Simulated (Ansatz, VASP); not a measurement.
# LiF in VASP and in Ansatz

```
Li F
1.0
     0.00000    2.01400    2.01400
     1.71190    0.00000    2.01400
     1.71190    2.01400    0.00000
Li F
1 1
Direct
  0.00000 0.00000 0.00000
  0.50000 0.50000 0.50000
```

Change from the starting cell: strain -0.1500 x Voigt [1, 0, 0, 0, 0, 0], atoms carried along.

Alike in both runs: task single point; functional r2SCAN; k mesh 10 × 10 × 10; occupations gaussian, width 0.05 eV; no spin polarisation.

|  | VASP | Ansatz |
| --- | --- | --- |
| version | VASP 6.6.1 | Ansatz 0.2.0 |
| potentials or method | VASP PAW PBE potentials, release 64 (Li_sv, F), cutoff 520 eV | scalar-relativistic, plane waves, PAW |
| valence electrons in the cell | 10 | 10 |

VASP gave:

| Property | Result |
| --- | --- |
| gap on the k mesh at the Fermi level (eV) | 11.47 |
| least direct gap on the mesh (eV) | 11.47 |

Problem. Which values does Ansatz return?

Solution. gap on the k mesh at the Fermi level (eV): 11.35; least direct gap on the mesh (eV): 11.35.

VASP's potentials were made for PBE, not for r2SCAN.

Noted on VASP's run: the cutoff is short for stress, so the pressure is rough.
